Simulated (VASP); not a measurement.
BN:

```
N B
1.0
     2.55394    0.00000    0.00000
    -1.27697    2.21178    0.00000
     0.00000    0.00000    4.22685
N B
2 2
Cartesian
  0.0000 1.4745 0.5295
  1.2770 0.7373 2.6430
  0.0000 1.4745 2.1123
  1.2770 0.7373 4.2257
```

Base run:

* Program: VASP 6.6.1
* Functional: PBE-based screened hybrid with 50 % exact exchange
* Potentials or basis: VASP PAW PBE potentials, release 64 (N, B)
* Cutoff: 520 eV
* k mesh: 7 × 7 × 4
* Occupations: fermi-dirac, width 0.05 eV
* Spin: no spin polarisation

Its results: band gap on the k mesh 8.31 eV (least direct gap 11.55 eV); pressure -17.1 GPa; largest force 0.051 eV/Å.

Q: The run is repeated on the same cell with these changes: functional from PBE-based screened hybrid with 50 % exact exchange to PBE-based screened hybrid with 15 % exact exchange; share of exact exchange from 0.5 to 0.15. What comes out?

A: Band gap on the k mesh 6.38 eV (least direct gap 9.21 eV); pressure -5.2 GPa; largest force 0.027 eV/Å.

Caveats: the cell stands under tension; the PAW data sets were made with another functional, which shifts forces and pressure a little.

A k mesh can miss the band edges.
